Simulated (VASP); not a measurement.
# KI (P6_3/mmc) in VASP: dielectric tensor with PBE

Aim: the dielectric tensor of KI with PBE.

Program: VASP 6.6.1. These are calculated values, not measurements. Logs are shortened: lines on timing, memory, paths and dates and some standing lists are left out, and cuts for length are marked.

## Step 1: The cell of the first run

The structure is hexagonal, space group P6_3/mmc (No. 194). The conventional cell has a = 6.039 Å, b = 6.039 Å, c = 7.039 Å, α = 90.00°, β = 90.00°, γ = 120.00°. Within 4.6 Å of K (site symmetry -6m2) lie 5 I at 3.49 to 3.52 Å. I (site symmetry -6m2) has 5 K at 3.49 to 3.52 Å within 4.6 Å.

## Step 2: Dielectric tensor, PBE

The input, INCAR:

```
  PREC = Accurate
  ENCUT = 520
  EDIFF = 1E-8
  ISMEAR = 0
  SIGMA = 0.01
  LREAL = F
  LASPH = T
  NELM = 80
  ALGO = Normal
  ISIF = 2
  LWAVE = F
  LCHARG = F
  GGA = PE
  LEPSILON = T
```

The input, KPOINTS:

```
regular mesh
0
Gamma
  6 6 4
```

The input, POSCAR:

```
KI
1.0
    6.0388285807      0.0000000000      0.0000000000
   -3.0194142904      5.2297789600      0.0000000000
    0.0000000000      0.0000000000      7.0391100281
K I
2 2
Direct
    0.3333333333      0.6666666667      0.2500000000
    0.6666666667      0.3333333333      0.7500000000
    0.6666666667      0.3333333333      0.2500000000
    0.3333333333      0.6666666667      0.7500000000
```

Potentials or basis: VASP PAW PBE potentials, release 64 (K_sv, I).

On the command line:

```sh
$ cat potpaw_PBE.64/K_sv/POTCAR potpaw_PBE.64/I/POTCAR > POTCAR
$ mpirun -np 1 vasp_std > vasp.out
```

OUTCAR:

```text
PREC = Accurate
   ENCUT = 520
   EDIFF = 1E-8
   ISMEAR = 0
   LREAL = F
   LASPH = T
   NELM = 80
   ISIF = 2
   GGA = PE
   LEPSILON = T

 ion  position               nearest neighbor table
   1  0.333  0.667  0.250-   3 3.49   3 3.49   3 3.49   4 3.52   4 3.52
   2  0.667  0.333  0.750-   4 3.49   4 3.49   4 3.49   3 3.52   3 3.52
   3  0.667  0.333  0.250-   1 3.49   1 3.49   1 3.49   2 3.52   2 3.52
   4  0.333  0.667  0.750-   2 3.49   2 3.49   2 3.49   1 3.52   1 3.52

  LATTYP: Found a hexagonal cell.
 ALAT       =     6.0388285807
 C/A-ratio  =     1.1656416363

  Lattice vectors:

 A1 = (   6.0388285807,   0.0000000000,   0.0000000000)
 A2 = (  -3.0194142904,   5.2297789600,   0.0000000000)
 A3 = (   0.0000000000,   0.0000000000,   7.0391100281)

Analysis of symmetry for initial positions (statically):
=====================================================================
 Subroutine PRICEL returns:
 Original cell was already a primitive cell.

 Routine SETGRP: Setting up the symmetry group for a
 hexagonal supercell.

 Subroutine GETGRP returns: Found 24 space group operations
 (whereof 12 operations were pure point group operations)
 out of a pool of 24 trial point group operations.

The static configuration has the point symmetry D_3d.
 The point group associated with its full space group is D_6h.

Analysis of symmetry for dynamics (positions and initial velocities):
=====================================================================
 Subroutine PRICEL returns:
 Original cell was already a primitive cell.

 Routine SETGRP: Setting up the symmetry group for a
 hexagonal supercell.

 Subroutine GETGRP returns: Found 24 space group operations
 (whereof 12 operations were pure point group operations)
 out of a pool of 24 trial point group operations.

The dynamic configuration has the point symmetry D_3d.
 The point group associated with its full space group is D_6h.

 Subroutine INISYM returns: Found 24 space group operations
 (whereof 12 operations are pure point group operations),
 and found     1 'primitive' translations

----------------------------------------------------------------------------------------

                                     Primitive cell

  volume of cell :     222.3073

  direct lattice vectors                    reciprocal lattice vectors
     6.038828581  0.000000000  0.000000000     0.165595030  0.095606335  0.000000000
    -3.019414290  5.229778960  0.000000000     0.000000000  0.191212670  0.000000000
     0.000000000  0.000000000  7.039110028     0.000000000  0.000000000  0.142063414

  length of vectors
     6.038828581  6.038828581  7.039110028     0.191212670  0.191212670  0.142063414

  position of ions in fractional coordinates (direct lattice)
     0.333333333  0.666666667  0.250000000
     0.666666667  0.333333333  0.750000000
     0.666666667  0.333333333  0.250000000
     0.333333333  0.666666667  0.750000000

  ion indices of the primitive-cell ions
   primitive index   ion index
                 1           1
                 2           2
                 3           3
                 4           4

----------------------------------------------------------------------------------------

 KPOINTS: regular mesh

Automatic generation of k-mesh.
 Grid dimensions read from file:
 generate k-points for:    6    6    4

 Generating k-lattice:

[... 78 lines left out ...]
  volume/ion in A,a.u.               =      55.58       375.05
  Fermi-wavevector in a.u.,A,eV,Ry     =   0.857973  1.621334 10.015486  0.736117
  Thomas-Fermi vector in A             =   1.975107
   LORBIT       =      0    0 simple, 1 ext, 2 COOP (PROOUT), +10 PAW based schemes
   GGA     = PE    functional components
   LHFCALC =     F    Hartree Fock is set to
   AEXX    =    0.0000 exact exchange contribution
   IVDW    =     0    specifies the selected vdW correction
   LEPSILON=     T    determine dielectric tensor
   LRPA    =     F    only Hartree local field effects (RPA)
 non-spin polarized calculation
 Gauss-broadening in eV      SIGMA  =   0.01
  energy-cutoff  :      520.00
  volume of cell :      222.31
 maximum number of plane-waves:      6038
 NGX is ok and might be reduce to    48
   NGX = 23   NGY = 23   NGZ = 27

--------------------------------------- Ionic step        1  -------------------------------------------

 number of electron      32.0000002 magnetization

 E-fermi :  -1.4202     XC(G=0):  -6.1360

 val. band max:       -1.4713729208   @ k =   0.0000   0.0000   0.0000
 cond. band min:       2.3144383650   @ k =   0.0000   0.0000   0.0000
 fundamental gap:      3.7858112858
 Fermi energy:        -1.4202157693

 k-point     1 :       0.0000    0.0000    0.0000
  band No.  band energies     occupation
      1     -30.1042      2.00000
      2     -30.1020      2.00000
      3     -13.6192      2.00000
      4     -13.6155      2.00000
      5     -13.6155      2.00000
      6     -13.6006      2.00000
[... 472 lines left out ...]
     19       5.0163      0.00000
     20       5.0163      0.00000

  FORCE on cell =-STRESS in cart. coord.  units (eV):
  Direction    XX          YY          ZZ          XY          YZ          ZX
  --------------------------------------------------------------------------------------
  -------------------------------------------------------------------------------------
  Total        0.3309551      0.3309551      0.4679848     -0.0000000      0.0000000     -0.0000000
  in kB        2.3852056      2.3852056      3.3727842     -0.0000000      0.0000000     -0.0000000
  external PRESSURE =       2.7143985 kB  Pullay stress =       0.0000000 kB

 VOLUME and BASIS-vectors are now :
 -----------------------------------------------------------------------------
  energy-cutoff  :      520.00
  volume of cell :      222.31
      direct lattice vectors                 reciprocal lattice vectors
     6.038828581  0.000000000  0.000000000     0.165595030  0.095606335  0.000000000
    -3.019414290  5.229778960  0.000000000     0.000000000  0.191212670  0.000000000
     0.000000000  0.000000000  7.039110028     0.000000000  0.000000000  0.142063414

 POSITION                                       TOTAL-FORCE (eV/Angst)
 -----------------------------------------------------------------------------------
     -0.00000      3.48652      1.75978         0.000000      0.000000      0.000000
      3.01941      1.74326      5.27933        -0.000000     -0.000000     -0.000000
      3.01941      1.74326      1.75978         0.000000     -0.000000      0.000000
     -0.00000      3.48652      5.27933        -0.000000      0.000000      0.000000
 -----------------------------------------------------------------------------------
    total drift:                               -0.000000      0.000000     -0.000000

  FREE ENERGIE OF THE ION-ELECTRON SYSTEM (eV)
  ---------------------------------------------------
  free  energy   TOTEN  =       -10.9654961564 eV

  energy  without entropy=      -10.9654961564  energy(sigma->0) =      -10.96549616

 HEAD OF MICROSCOPIC STATIC DIELECTRIC TENSOR (INDEPENDENT PARTICLE, excluding Hartree and local field effects)
 ------------------------------------------------------
           2.703047    -0.000000     0.000000
          -0.000000     2.703047    -0.000000
          -0.000000    -0.000000     2.782710
 ------------------------------------------------------

 Free energy of the ion-electron system (eV)
  ---------------------------------------------------
  ---------------------------------------------------
  free energy    TOTEN  =        -0.95592180 eV

  energy without entropy =       -0.95592180

------------------------ aborting loop because EDIFF is reached ----------------------------------------

--------------------------------------- Ionic step        2  -------------------------------------------

------------------------ aborting loop because EDIFF is reached ----------------------------------------

--------------------------------------- Ionic step        3  -------------------------------------------

 Free energy of the ion-electron system (eV)
  ---------------------------------------------------
  ---------------------------------------------------
  free energy    TOTEN  =        -1.08529468 eV

  energy without entropy =       -1.08529468

------------------------ aborting loop because EDIFF is reached ----------------------------------------

 PIEZOELECTRIC TENSOR FIELD DIRECTION 3  (e Angst)
 -----------------------------------------------------------------------------
     0.00080  0.00000  0.00000           ( -0.00001  0.00000  0.00000)
    -0.00000  0.00080 -0.00000           (  0.00000 -0.00001 -0.00000)
    -0.00000  0.00000 -0.00508           (  0.00000 -0.00000  0.00001)

 PIEZOELECTRIC TENSOR FIELD DIRECTION 3  (C/m^2)
 -----------------------------------------------------------------------------
     0.00006  0.00000  0.00000
    -0.00000  0.00006 -0.00000
    -0.00000  0.00000 -0.00037

 MACROSCOPIC STATIC DIELECTRIC TENSOR (including local field effects in DFT)
 ------------------------------------------------------
           2.331789    -0.000000     0.000000
          -0.000000     2.331789    -0.000000
           0.000000     0.000000     2.515170
 ------------------------------------------------------

 PIEZOELECTRIC TENSOR (including local field effects)  for field in x, y, z        (e  Angst)
          XX          YY          ZZ          XY          YZ          ZX
  --------------------------------------------------------------------------------
  x     0.00000     0.00000     0.00000     0.00000     0.00000     0.00000
  y     0.00000     0.00000     0.00000     0.00000     0.00000     0.00000
  z     0.00000     0.00000     0.00000     0.00000     0.00000     0.00000

 PIEZOELECTRIC TENSOR (including local field effects)  for field in x, y, z        (C/m^2)
          XX          YY          ZZ          XY          YZ          ZX
  --------------------------------------------------------------------------------
  x     0.00000     0.00000     0.00000     0.00000     0.00000     0.00000
  y     0.00000     0.00000     0.00000     0.00000     0.00000     0.00000
  z     0.00000     0.00000     0.00000     0.00000     0.00000     0.00000

 BORN EFFECTIVE CHARGES (including local field effects) (in |e|, cummulative output)
 ---------------------------------------------------------------------------------
 ion    1
    1     1.01345    -0.00000    -0.00000
    2    -0.00000     1.01345     0.00000
    3    -0.00000     0.00000     1.18508
 ion    2
    1     1.01345    -0.00000    -0.00000
    2    -0.00000     1.01345     0.00000
    3    -0.00000     0.00000     1.18508
 ion    3
    1    -1.01345     0.00000    -0.00000
    2     0.00000    -1.01345     0.00000
    3     0.00000    -0.00000    -1.18508
 ion    4
    1    -1.01345     0.00000    -0.00000
    2     0.00000    -1.01345     0.00000
    3     0.00000    -0.00000    -1.18508
```

Run time: 21 min. Hardware: 1 thread of Intel Xeon Platinum 8559C (Emerald Rapids), shared host; peak memory 0.67 GiB.

Results:

- Band gap on the k mesh: 3.79 eV
- Electronic dielectric tensor (diagonal): 2.33, 2.33, 2.52
- Born charges (mean of the diagonal): K +1.07; I -1.07 e

Levels at points of the mesh, in eV from the valence-band top:
| k point | band 13 | band 14 | band 15 | band 16 | band 17 | band 18 | band 19 | band 20 |
| --- | --- | --- | --- | --- | --- | --- | --- | --- |
| (0.00, 0.00, 0.00) | -0.54 | -0.29 | -0.29 | 0.00 | 3.79 | 5.78 | 6.35 | 6.35 |
| (0.50, 0.00, 0.00) | -0.56 | -0.51 | -0.30 | -0.16 | 5.34 | 5.60 | 5.84 | 5.84 |
| (0.00, 0.00, 0.50) | -0.43 | -0.43 | -0.43 | -0.43 | 4.94 | 4.94 | 6.96 | 6.96 |
| (0.50, 0.00, 0.50) | -0.41 | -0.41 | -0.27 | -0.27 | 5.45 | 5.45 | 7.09 | 7.11 |

Electronic dielectric tensor:
```
2.33 0.00 0.00
0.00 2.33 0.00
0.00 0.00 2.52
```

Born effective charge tensors (e):
atom 1, K
```
1.01 0.00 0.00
0.00 1.01 0.00
0.00 0.00 1.19
```
atom 2, K
```
1.01 0.00 0.00
0.00 1.01 0.00
0.00 0.00 1.19
```
atom 3, I
```
-1.01  0.00  0.00
 0.00 -1.01  0.00
 0.00  0.00 -1.19
```
atom 4, I
```
-1.01  0.00  0.00
 0.00 -1.01  0.00
 0.00  0.00 -1.19
```

Caveat: spin-orbit coupling is left out, which moves the levels of the heavy elements. A k mesh can miss the band edges.
